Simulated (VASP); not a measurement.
# ZnSe (Stilleite) (F-43m) in VASP: single point with PBEsol

Aim: the single point of ZnSe (Stilleite) with PBEsol.

Everything below comes from runs of VASP 6.6.1. Logs are shortened: lines on timing, memory, paths and dates and some standing lists are left out, and cuts for length are marked.

### 1 The cell of the first run

Symmetry: F-43m, No. 216, cubic system. The conventional cell has a = 5.668 Å, b = 5.668 Å, c = 5.668 Å, α = 90.00°, β = 90.00°, γ = 90.00°. Within 3.2 Å of Zn (site symmetry -43m) lie 4 Se at 2.45 Å. Se (site symmetry -43m) has 4 Zn at 2.45 Å within 3.2 Å.

### 2 Single point, PBEsol

INCAR reads:

```
SYSTEM = ZnSe
PREC = Accurate ; ENCUT = 500
EDIFF = 1E-6 ; ISMEAR = 0
SIGMA = 0.01 ; LREAL = .False.
LASPH = .True. ; NELM = 120
ALGO = Normal ; ISIF = 2
LWAVE = .False. ; LCHARG = .False.
GGA = PS ; NBANDS = 16
GGA_COMPAT = .False.
```

KPOINTS reads:

```
regular mesh
0
Gamma
  3 3 3
  0 0 0
```

POSCAR reads:

```
ZnSe
1.0
    0.0000000000      2.8338000000      2.8338000000
    2.8338000000      0.0000000000      2.8338000000
    2.8338000000      2.8338000000      0.0000000000
Zn Se
1 1
Direct
    0.0000000000      0.0000000000      0.0000000000
    0.2500000000      0.2500000000      0.2500000000
```

Potentials or basis: VASP PAW PBE potentials, release 64 (Zn, Se).

Command:

```bash
$ cat potpaw_PBE.64/Zn/POTCAR potpaw_PBE.64/Se/POTCAR > POTCAR
$ mpirun -np 1 vasp_std > vasp.out
```

OUTCAR:

```text
SYSTEM = ZnSe
   PREC = Accurate
   ENCUT = 500
   EDIFF = 1E-6
   ISMEAR = 0
   LREAL = .False.
   LASPH = .True.
   NELM = 120
   ISIF = 2
   GGA = PS

 ion  position               nearest neighbor table
   1  0.000  0.000  0.000-   2 2.45   2 2.45   2 2.45   2 2.45
   2  0.250  0.250  0.250-   1 2.45   1 2.45   1 2.45   1 2.45

  LATTYP: Found a face centered cubic cell.
 ALAT       =     5.6676000000

  Lattice vectors:

 A1 = (   0.0000000000,   2.8338000000,   2.8338000000)
 A2 = (   2.8338000000,   0.0000000000,   2.8338000000)
 A3 = (   2.8338000000,   2.8338000000,   0.0000000000)

Analysis of symmetry for initial positions (statically):
=====================================================================
 Subroutine PRICEL returns:
 Original cell was already a primitive cell.

 Routine SETGRP: Setting up the symmetry group for a
 face centered cubic supercell.

 Subroutine GETGRP returns: Found 24 space group operations
 (whereof 24 operations were pure point group operations)
 out of a pool of 48 trial point group operations.

The static configuration has the point symmetry T_d .

Analysis of symmetry for dynamics (positions and initial velocities):
=====================================================================
 Subroutine PRICEL returns:
 Original cell was already a primitive cell.

 Routine SETGRP: Setting up the symmetry group for a
 face centered cubic supercell.

 Subroutine GETGRP returns: Found 24 space group operations
 (whereof 24 operations were pure point group operations)
 out of a pool of 48 trial point group operations.

The dynamic configuration has the point symmetry T_d .

 Subroutine INISYM returns: Found 24 space group operations
 (whereof 24 operations are pure point group operations),
 and found     1 'primitive' translations

----------------------------------------------------------------------------------------

                                     Primitive cell

  volume of cell :      45.5132

  direct lattice vectors                    reciprocal lattice vectors
     0.000000000  2.833800000  2.833800000    -0.176441527  0.176441527  0.176441527
     2.833800000  0.000000000  2.833800000     0.176441527 -0.176441527  0.176441527
     2.833800000  2.833800000  0.000000000     0.176441527  0.176441527 -0.176441527

  length of vectors
     4.007598393  4.007598393  4.007598393     0.305605690  0.305605690  0.305605690

  position of ions in fractional coordinates (direct lattice)
     0.000000000  0.000000000  0.000000000
     0.250000000  0.250000000  0.250000000

  ion indices of the primitive-cell ions
   primitive index   ion index
                 1           1
                 2           2

----------------------------------------------------------------------------------------

 KPOINTS: regular mesh

Automatic generation of k-mesh.
 Grid dimensions read from file:
 generate k-points for:    3    3    3

 Generating k-lattice:

  Cartesian coordinates                     Fractional coordinates (reciprocal lattice)
    -0.058813842  0.058813842  0.058813842     0.333333333  0.000000000  0.000000000
     0.058813842 -0.058813842  0.058813842     0.000000000  0.333333333  0.000000000
     0.058813842  0.058813842 -0.058813842     0.000000000  0.000000000  0.333333333

  Length of vectors
     0.101868563  0.101868563  0.101868563

  Shift w.r.t. Gamma in fractional coordinates (k-lattice)
     0.000000000  0.000000000  0.000000000

 Subroutine IBZKPT returns following result:
 ===========================================

 Found      4 irreducible k-points:

 Following reciprocal coordinates:
            Coordinates               Weight
  0.000000  0.000000  0.000000      1.000000
  0.333333  0.000000  0.000000      8.000000
  0.333333  0.333333  0.000000      6.000000
 -0.333333  0.333333  0.000000     12.000000
   k-points           NKPTS =      4   k-points in BZ     NKDIM =      4   number of bands    NBANDS=     16
   number of dos      NEDOS =    301   number of ions     NIONS =      2
   total plane-waves  NPLWV =  27000
   dimension x,y,z NGX =    30 NGY =   30 NGZ =   30
   dimension x,y,z NGXF=    60 NGYF=   60 NGZF=   60
   ions per type =               1   1
   NGX,Y,Z   is equivalent  to a cutoff of  12.44, 12.44, 12.44 a.u.
   NGXF,Y,Z  is equivalent  to a cutoff of  24.89, 24.89, 24.89 a.u.
 SYSTEM =  ZnSe
   PREC   = accura    normal or accurate (medium, high low for compatibility)
   ISTART =      0    job   : 0-new  1-cont  2-samecut
   ICHARG =      2    charge: 1-file 2-atom 10-const
   ISPIN  =      1    spin polarized calculation?
   LNONCOLLINEAR =      F non collinear calculations
   LSORBIT =      F    spin-orbit coupling
   LASPH  =      T    aspherical Exc in radial PAW
   ENCUT  =  500.0 eV  36.75 Ry    6.06 a.u.   7.31  7.31  7.31*2*pi/ulx,y,z
   NELM   =    120;   NELMIN=  2; NELMDL= -5     # of ELM steps
   EDIFF  = 0.1E-05   stopping-criterion for ELM
   LREAL  =      F    real-space projection
   EDIFFG = 0.1E-04   stopping-criterion for IOM
   NSW    =      0    number of steps for IOM
   IBRION =     -1    ionic relax: 0-MD 1-quasi-New 2-CG
   NFREE  =      0    steps in history (QN), initial steepest desc. (CG)
   ISIF   =      2    stress and relaxation
   ISYM   =      2    0-nonsym 1-usesym 2-fastsym
   POTIM  = 0.5000    time-step for ionic-motion
   TEBEG  =    0.0;   TEEND  =   0.0 temperature during run
   PSTRESS=    0.0 pullay stress
   NELECT =      18.0000    total number of electrons
   NUPDOWN=      -1.0000    fix difference up-down
   EMIN   =  10.00;   EMAX   =-10.00  energy-range for DOS
   EFERMI =   0.00;   METHOD = LEGACY
   ISMEAR =     0;   SIGMA  =   0.01  broadening in eV -4-tet -1-fermi 0-gaus
   EFERMI_NEDOS =   21; number of points for ismear=-14 and -15
   IALGO  =     38    algorithm
   IMIX   =      4    mixing-type and parameters
     AMIX     =   0.40;   BMIX     =  1.00
     AMIX_MAG =   1.60;   BMIX_MAG =  1.00
  volume/ion in A,a.u.               =      22.76       153.57
  Fermi-wavevector in a.u.,A,eV,Ry     =   1.201673  2.270834 19.647073  1.444019
  Thomas-Fermi vector in A             =   2.337476
   LORBIT       =      0    0 simple, 1 ext, 2 COOP (PROOUT), +10 PAW based schemes
   GGA     = PS    functional components
   LHFCALC =     F    Hartree Fock is set to
   AEXX    =    0.0000 exact exchange contribution
   IVDW    =     0    specifies the selected vdW correction
   LEPSILON=     F    determine dielectric tensor
   LRPA    =     F    only Hartree local field effects (RPA)
 non-spin polarized calculation
 Gauss-broadening in eV      SIGMA  =   0.01
  energy-cutoff  :      500.00
  volume of cell :       45.51
 maximum number of plane-waves:      1150
 NGX is ok and might be reduce to    30
   NGX = 15   NGY = 15   NGZ = 15

 number of electron      18.0000012 magnetization

 Free energy of the ion-electron system (eV)
  ---------------------------------------------------
  ext. energy  EPLUGINS =         0.00000000
  ---------------------------------------------------
  free energy    TOTEN  =        -6.47651347 eV

  energy without entropy =       -6.47651347  energy(sigma->0) =       -6.47651347

 E-fermi :   1.6525     XC(G=0):  -9.4831

 val. band max:        1.5899690577   @ k =   0.0000   0.0000   0.0000
 cond. band min:       2.7150521360   @ k =   0.0000   0.0000   0.0000
 fundamental gap:      1.1250830783
 Fermi energy:         1.6525486587

 k-point     1 :       0.0000    0.0000    0.0000
  band No.  band energies     occupation
      1     -11.6821      2.00000
      2      -5.0657      2.00000
      3      -5.0657      2.00000
      4      -5.0657      2.00000
      5      -4.7049      2.00000
      6      -4.7049      2.00000
      7       1.5900      2.00000
      8       1.5900      2.00000
      9       1.5900      2.00000
     10       2.7151      0.00000
     11       7.2454      0.00000
     12       7.2454      0.00000
     13       7.2454      0.00000
     14      11.2776      0.00000
     15      12.9592      0.00000
     16      12.9592      0.00000

 k-point     2 :       0.3333    0.0000    0.0000
  band No.  band energies     occupation
      1     -11.1022      2.00000
      2      -4.9954      2.00000
      3      -4.9954      2.00000
      4      -4.8987      2.00000
      5      -4.6982      2.00000
      6      -4.6982      2.00000
      7      -2.5562      2.00000
      8       0.8946      2.00000
      9       0.8946      2.00000
     10       4.1177      0.00000
     11       7.9210      0.00000
     12       7.9210      0.00000
     13       9.0176      0.00000
     14      11.7723      0.00000
     15      12.5090      0.00000
     16      12.5090      0.00000

 k-point     3 :       0.3333    0.3333    0.0000
  band No.  band energies     occupation
      1     -10.9063      2.00000
      2      -5.0628      2.00000
      3      -4.8903      2.00000
      4      -4.8903      2.00000
      5      -4.7023      2.00000
      6      -4.6685      2.00000
      7      -2.2634      2.00000
      8      -0.1885      2.00000
      9      -0.1885      2.00000
     10       4.8162      0.00000
     11       5.3631      0.00000
     12      10.3786      0.00000
     13      10.7521      0.00000
     14      10.7521      0.00000
     15      14.4648      0.00000
     16      16.6209      0.00000

 k-point     4 :      -0.3333    0.3333    0.0000
  band No.  band energies     occupation
      1     -10.6657      2.00000
      2      -4.9709      2.00000
      3      -4.8873      2.00000
      4      -4.7466      2.00000
      5      -4.6969      2.00000
      6      -4.4677      2.00000
      7      -3.1678      2.00000
      8      -1.6358      2.00000
      9       0.0338      2.00000
     10       5.2644      0.00000
     11       7.8198      0.00000
     12       9.8650      0.00000
     13       9.9742      0.00000
     14      10.8166      0.00000
     15      12.6152      0.00000
     16      16.9843      0.00000

------------------------ aborting loop because EDIFF is reached ----------------------------------------

  FORCE on cell =-STRESS in cart. coord.  units (eV):
  Direction    XX          YY          ZZ          XY          YZ          ZX
  --------------------------------------------------------------------------------------
  -------------------------------------------------------------------------------------
  Total        0.1358103      0.1358103      0.1358103      0.0000000      0.0000000     -0.0000000
  in kB        4.7808548      4.7808548      4.7808548      0.0000000      0.0000000     -0.0000000
  external PRESSURE =       4.7808548 kB  Pullay stress =       0.0000000 kB

 VOLUME and BASIS-vectors are now :
 -----------------------------------------------------------------------------
  energy-cutoff  :      500.00
  volume of cell :       45.51
      direct lattice vectors                 reciprocal lattice vectors
     0.000000000  2.833800000  2.833800000    -0.176441527  0.176441527  0.176441527
     2.833800000  0.000000000  2.833800000     0.176441527 -0.176441527  0.176441527
     2.833800000  2.833800000  0.000000000     0.176441527  0.176441527 -0.176441527

 POSITION                                       TOTAL-FORCE (eV/Angst)
 -----------------------------------------------------------------------------------
      0.00000      0.00000      0.00000         0.000000      0.000000      0.000000
      1.41690      1.41690      1.41690        -0.000000     -0.000000     -0.000000
 -----------------------------------------------------------------------------------
    total drift:                               -0.000000     -0.000000     -0.000000

  FREE ENERGIE OF THE ION-ELECTRON SYSTEM (eV)
  ---------------------------------------------------
  free  energy   TOTEN  =        -6.4765134652 eV

  energy  without entropy=       -6.4765134652  energy(sigma->0) =       -6.47651347
```

Run time: 8.6 s. Hardware: 1 thread of Intel Xeon 8259CL, shared host; peak memory 0.16 GiB.

Results:

```
Free energy            : -6.4765 eV
Pressure               : 0.5 GPa
Band gap on the k mesh : 1.13 eV, direct
```

Levels at points of the mesh, in eV from the valence-band top:
| k point | band 6 | band 7 | band 8 | band 9 | band 10 | band 11 | band 12 | band 13 |
| --- | --- | --- | --- | --- | --- | --- | --- | --- |
| (0.00, 0.00, 0.00) | -6.29 | 0.00 | 0.00 | 0.00 | 1.13 | 5.66 | 5.66 | 5.66 |

Caveat: the k points lie up to 0.64 Å⁻¹ apart; the PAW data sets were made with another functional, which shifts forces and pressure a little. Expect the measured gap to be larger: semilocal functionals such as PBEsol lack the derivative discontinuity.
